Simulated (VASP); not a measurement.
**CdS: single point with LDA**

Crystal: CdS.

```xyz
2
Lattice="-0.0569 2.8006 2.7885 2.7677 -0.0032 2.7348 2.7190 2.6983 0.0454" Properties=species:S:1:pos:R:3 pbc="T T T"
Cd    0.0000    0.0000    0.0000
S     2.7149    2.7478    2.7843
```

This cell differs from its parent crystal: the cell strained at random.

```json
{"Program": "VASP 6.6.1", "Task": "single point", "Functional": "LDA", "Potentials or basis": "VASP PAW LDA potentials, release 64 (Cd, S)", "Cutoff": "500 eV", "k mesh": "8 × 8 × 8", "Occupations": "gaussian, width 0.01 eV", "Spin": "no spin polarisation"}
```

| Item | Value |
| --- | --- |
| Pressure | -6.4 GPa |
| Band gap on the k mesh | zero (band 9 reaches 2.68 eV, above the bottom of band 10 at 2.53 eV) |

Stress tensor (GPa, compression positive):
```
-6.68  1.29  0.14
 1.29 -6.35 -1.19
 0.14 -1.19 -6.15
```

Levels at points of the mesh, in eV from the Fermi level:
```
           k point  band 6  band 7  band 8  band 9  band 10  band 11  band 12  band 13
(0.00, 0.00, 0.00)   -7.65   -1.01   -0.77   -0.59     0.51     8.73     9.10     9.46
(0.50, 0.00, 0.00)   -7.49   -5.10   -0.02    0.05     3.48     5.83     6.07     6.40
(0.00, 0.50, 0.00)   -7.47   -4.92   -0.10   -0.05     3.23     5.55     5.80     6.36
(0.50, 0.50, 0.00)   -6.75   -4.26   -2.39   -1.98    -0.10     5.88     9.40    10.66
(0.00, 0.00, 0.50)   -7.46   -4.77   -0.19   -0.12     3.04     5.31     5.52     6.32
(0.50, 0.00, 0.50)   -6.76   -4.26   -2.23   -2.12    -0.06     5.88     9.28    10.68
(0.00, 0.50, 0.50)   -6.77   -4.25   -2.34   -1.96    -0.05     5.94     9.29    10.81
(0.50, 0.50, 0.50)   -7.47   -4.92   -0.15   -0.01     3.20     5.46     5.90     6.37
```

It took 2.5 min on 1 thread of Intel Xeon 6975P-C (shared host), peak memory 0.27 GiB.

Caveat: the cell differs from its parent crystal (the cell strained at random).
